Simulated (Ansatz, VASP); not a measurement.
**Li3S2: VASP beside Ansatz**

Contents of INCAR:

```
  PREC = Accurate
  ENCUT = 520
  EDIFF = 1E-7
  ISMEAR = 0
  SIGMA = 0.1
  LREAL = False
  LASPH = True
  NELM = 100
  ALGO = Normal
  ISIF = 2
  LWAVE = False
  LCHARG = True
  GGA = PE
  LELF = True
  LVHAR = True
  NBANDS = 18
```

File KPOINTS:

```
regular mesh
0
Gamma
  6 6 4
```

The input POSCAR:

```
Li3S2
1.0
    3.8468414000      0.0000000000      0.0000000000
   -1.9234207000      3.3314623767      0.0000000000
    0.0000000000      0.0000000000      5.9850603507
Li S
3 2
Direct
    0.0000000000      0.0000000000      0.0000000000
    0.3333333333      0.6666666667      0.6450000000
    0.6666666667      0.3333333333      0.3550000000
    0.3333333333      0.6666666667      0.2450000000
    0.6666666667      0.3333333333      0.7550000000
```

Input for Ansatz:

```yaml
crystal:
  lattice:
    - [3.8468414, 0.0, 0.0]
    - [-1.9234207, 3.3314623767, 0.0]
    - [0.0, 0.0, 5.9850603507]
  atoms:
    - { symbol: Li, position: [0.0, 0.0, 0.0] }
    - { symbol: Li, position: [0.3333333333, 0.6666666667, 0.645] }
    - { symbol: Li, position: [0.6666666667, 0.3333333333, 0.355] }
    - { symbol: S, position: [0.3333333333, 0.6666666667, 0.245] }
    - { symbol: S, position: [0.6666666667, 0.3333333333, 0.755] }
basis:
  ecutwfc: 420
kpoints:
  mp_grid: { grid: [6, 6, 4] }
hamiltonian:
  xc: pbe
scf:
  occupations: { method: gaussian, width: 0.1 }
  lower_state_search: "off"
output:
  forces: true
  stress: true
  eigenvalues: true
```

Alike in both runs: task single point; functional PBE; k mesh 6 × 6 × 4; occupations gaussian, width 0.1 eV; no spin polarisation.

|  | VASP | Ansatz |
| --- | --- | --- |
| version | VASP 6.6.1 | Ansatz 0.2.0 |
| potentials or method | VASP PAW PBE potentials, release 64 (Li_sv, S), cutoff 520 eV | scalar-relativistic, plane waves, PAW |
| valence electrons in the cell | 21 | 21 |

Ansatz gave:

| Property | Result |
| --- | --- |
| gap on the k mesh at the Fermi level (eV) | none |
| rms of the force components (eV/Å) | 0.128 |

Problem. Estimate VASP's values.

Solution. gap on the k mesh at the Fermi level (eV): none; rms of the force components (eV/Å): 0.130.

Atom by atom the forces differ by 0.002 eV/Å (rms over components). A gap of «none» marks a metal or a gap that the smearing closes. With one functional, cell and mesh, what is left measures potentials, basis and numerics.

Noted on VASP's run: the cutoff is short for stress, so the pressure is rough.
